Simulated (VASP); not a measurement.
Runs of VASP 6.6.1 on Be2C. The structure is that of space group Fm-3m (No. 225), or close to it. The cells are those of the table. 

```csv
cell,gap on the mesh (eV),pressure (GPa)
"a = 2.999 Å, angles 60.0°, 3 atoms",1.18,13.9
"a = 3.122 Å, angles 60.0°, 3 atoms",1.13,(b)
"a = 3.062 Å, angles 60.0°, 3 atoms",1.16,0.0
"a = 3.041 Å, angles 60.0°, 3 atoms",1.17,(c)
"a = 3.020 Å, angles 60.0°, 3 atoms",1.17,(a)
```

Alike in all rows: task single point; level PBE; potentials or basis VASP PAW PBE potentials, release 64 (Be, C); no spin polarisation; k mesh 8 × 8 × 8; cutoff (eV) 600; smearing gaussian 0.01 eV.

**Question.** Estimate the missing entries.

**Answer.** (a) 8.9; (b) -10.6; (c) 4.3.

Caveats: the cell stands under pressure (at least some runs); the cell stands under tension (at least some runs).

A k mesh can miss the band edges.
